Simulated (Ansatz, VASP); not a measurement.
**NiAu in VASP and in Ansatz**

```
Ni Au
1.0
     1.38300    0.79848    4.21564
    -1.38300    0.79848    4.21564
     0.00000   -1.59695    4.21564
Ni Au
1 1
Direct
  0.50000 0.50000 0.50000
  0.00000 0.00000 0.00000
```

Alike in both runs: functional PBEsol; k mesh 18 × 18 × 18; occupations fermi-dirac, width 0.15 eV; no spin polarisation.

Ansatz relaxed the structure, and its values are those at the end. VASP's run is a single point on that final structure, the one shown.

```csv
,VASP,Ansatz
version,VASP 6.6.1,Ansatz 0.2.0
potentials or method,"VASP PAW PBE potentials, release 64 (Ni, Au), cutoff 600 eV","scalar-relativistic, plane waves, PAW"
valence electrons in the cell,21,37
```

|  | VASP | Ansatz | Ansatz less VASP |
| --- | --- | --- | --- |
| gap on the k mesh at the Fermi level (eV) | none | none | - |
| pressure (GPa) | -0.1 | 0.0 | +0.06 |

VASP's potentials were made for PBE, not for PBEsol. A gap of «none» marks a metal or a gap that the smearing closes. VASP's potentials hold 21 valence electrons a cell and Ansatz's 37, so a difference there can come from the potentials and not from the codes.

Neither program's run includes spin-orbit coupling.
